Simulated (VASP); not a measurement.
The system is NiO.

```
CELL_PARAMETERS angstrom
0.00000 2.09131 2.09131
2.09131 0.00000 2.09131
2.09131 2.09131 0.00000
ATOMIC_POSITIONS crystal
Ni 0.00000 0.00000 0.00000
O 0.50000 0.50000 0.50000
```

Base run:

```yaml
Program: VASP 6.6.1
Functional: LDA
Potentials_or_basis: VASP PAW LDA potentials, release 64 (Ni, O)
Cutoff: 520 eV
k_mesh: 8 × 8 × 8
Occupations: gaussian, width 0.05 eV
Spin: collinear spin, ferromagnetic start
Starting_moments: "[0.5, 0.0] μB"
Fixed_moment: 0.5 μB
Hubbard_terms: Ni d U = 6.0 eV, J = 0.9 eV
```

Its results: pressure -26.7 GPa; site moments Ni +0.58; O -0.07 μB.

Q: The run is repeated on the same cell with these changes: fixed moment from 0.5 μB to 2 μB; moments at the start from [0.5, 0.0] to [1.85, 0.26]. What comes out?

A: Pressure -15.6 GPa; site moments Ni +1.77; O +0.21 μB.

Caveats: the total moment is fixed, so each spin has its own Fermi level; a cell with one magnetic atom can't hold antiferromagnetic order, which such compounds often take.
